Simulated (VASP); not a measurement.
# CdSe: single point with PBE

The system is CdSe.

```
Cd Se
1.0
     0.00000    3.07224    2.98013
     2.98013    0.00000    2.98013
     2.98013    3.07224    0.00000
Cd Se
1 1
Cartesian
  0.0000 0.0000 0.0000
  4.4702 4.6084 4.4702
```

This cell differs from its parent crystal: strained.

```
Program                : VASP 6.6.1
Task                   : single point
Functional             : PBE
Potentials or basis    : VASP PAW PBE potentials, release 64 (Cd, Se)
Cutoff                 : 520 eV
k mesh                 : 10 × 10 × 10
Occupations            : gaussian, width 0.05 eV
Spin                   : no spin polarisation
Dipole correction      : no
Further INCAR settings : ALGO = Normal; EDIFF = 1e-07; NBANDS = 16
```

| Quantity | Value |
| --- | --- |
| Pressure | 5.0 GPa |
| Band gap on the k mesh | 0.64 eV |

Stress tensor (GPa, compression positive):
```
5.18 0.00 0.00
0.00 4.76 0.00
0.00 0.00 5.18
```

Levels at points of the mesh, in eV from the valence-band top:
| k point | band 7 | band 8 | band 9 | band 10 | band 11 | band 12 |
| --- | --- | --- | --- | --- | --- | --- |
| (0.00, 0.00, 0.00) | -0.10 | 0.00 | 0.00 | 0.64 | 5.91 | 5.91 |
| (0.50, 0.00, 0.00) | -4.60 | -0.90 | -0.76 | 2.39 | 6.32 | 6.53 |
| (0.50, 0.50, 0.00) | -4.19 | -2.06 | -2.01 | 3.01 | 3.67 | 9.32 |
| (0.50, 0.00, 0.50) | -4.37 | -1.90 | -1.90 | 3.12 | 3.93 | 9.04 |

Wall time 58 s on 1 thread of AMD EPYC 7R13 Processor (Zen 3) (shared host), peak memory 0.21 GiB.

Caveat: the cell differs from its parent crystal (strained); the cell stands under pressure; semilocal functionals underestimate gaps, and a narrow one can read as zero.
